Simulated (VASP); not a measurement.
Set up this calculation in VASP 6.6.1, as the native input.

```
Task                   : single point
Functional             : PBEsol
Potentials or basis    : VASP PAW PBE potentials, release 64 (Al, Cu)
Cutoff                 : 520 eV
k mesh                 : 10 × 10 × 10
Occupations            : gaussian, width 0.15 eV
Spin                   : no spin polarisation
Dipole correction      : no
Further INCAR settings : ALGO = Fast; EDIFF = 1e-06; NBANDS = 26
```

The structure of Al2Cu lies in POSCAR:

```
Al2Cu
1.0
   -3.1163500000      3.1163500000      2.3172500000
    3.1163500000     -3.1163500000      2.3172500000
    3.1163500000      3.1163500000     -2.3172500000
Al Cu
4 2
Direct
    0.1593210787      0.6593210787      0.8186421574
    0.6593210787      0.8406789213      0.5000000000
    0.8406789213      0.3406789213      0.1813578426
    0.3406789213      0.1593210787      0.5000000000
    0.7500000000      0.7500000000      0.0000000000
    0.2500000000      0.2500000000      0.0000000000
```

These files were run (other wordings do the same):

INCAR

```
PREC = Accurate
ENCUT = 520
EDIFF = 1E-6
ISMEAR = 0
SIGMA = 0.15
LREAL = False
LASPH = True
NELM = 80
ALGO = Fast
ISIF = 2
LWAVE = False
LCHARG = False
GGA = PS
NBANDS = 26
```

KPOINTS

```
Automatic mesh
0
Gamma
  10 10 10
```

Potentials or basis: VASP PAW PBE potentials, release 64 (Al, Cu).

Launch:

```bash
$ cat potpaw_PBE.64/Al/POTCAR potpaw_PBE.64/Cu/POTCAR > POTCAR
$ mpirun -np 1 vasp_std > vasp.out
```

Results of the run:

```json
{"Pressure": "-2.9 GPa", "Largest force": "0.163 eV/Å", "Band gap on the k mesh": "zero (bands 17 and 18 overlap by 4.80 eV)"}
```

Caveat: the PAW data sets were made with another functional, which shifts forces and pressure a little.

Wall time 4.1 min on 1 thread of Intel(R) Xeon(R) 6975P-C (Granite Rapids), with other jobs on the host, peak memory 0.37 GiB.
